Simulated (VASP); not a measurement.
Write the native input for VASP 6.6.1 that does the following.

```
Task                   : single point
Functional             : PBEsol
Potentials or basis    : VASP PAW PBE potentials, release 64 (Ti_sv)
Cutoff                 : 500 eV
k mesh                 : 6 × 6 × 6
Occupations            : methfessel-paxton, width 0.1 eV
Spin                   : no spin polarisation
Dipole correction      : no
Further INCAR settings : ALGO = Normal; EDIFF = 1e-06; NBANDS = 32
```

The structure of Ti lies in POSCAR:

```
Ti
1.0
    4.0549399125      0.0000000000      0.0000000000
    0.0000000000      4.0549399125      0.0000000000
    0.0000000000      0.0000000000      4.0549399125
Ti
4
Direct
    0.0000000000      0.0000000000      0.0000000000
    0.0000000000      0.5000000000      0.5000000000
    0.5000000000      0.0000000000      0.5000000000
    0.5000000000      0.5000000000      0.0000000000
```

This isn't the form of Ti at room conditions, which is hcp.

These files were run (other wordings do the same):

INCAR

```
SYSTEM = Ti
  PREC = Accurate
  ENCUT = 500
  EDIFF = 1E-6
  ISMEAR = 1
  SIGMA = 0.1
  LREAL = .False.
  LASPH = .True.
  NELM = 120
  ALGO = Normal
  ISIF = 2
  LWAVE = .False.
  LCHARG = .False.
  GGA = PS
  NBANDS = 32
  GGA_COMPAT = .False.
```

KPOINTS

```
regular mesh
0
Gamma
  6 6 6
  0 0 0
```

Potentials or basis: VASP PAW PBE potentials, release 64 (Ti_sv).

Run with:

```console
$ cat potpaw_PBE.64/Ti_sv/POTCAR > POTCAR
$ mpirun -np 1 vasp_std > vasp.out
```

It gave:

```json
{
 "Pressure": "-0.4 GPa",
 "Band gap on the k mesh": "zero (bands 24 and 25 overlap by 1.29 eV)"
}
```

Caveat: the PAW data sets were made with another functional, which shifts forces and pressure a little.

Wall time 40 s on 1 thread of Intel(R) Xeon(R) Platinum 8259CL CPU @ 2.50GHz (Skylake/Cascade Lake), on a shared host, peak memory 0.18 GiB.
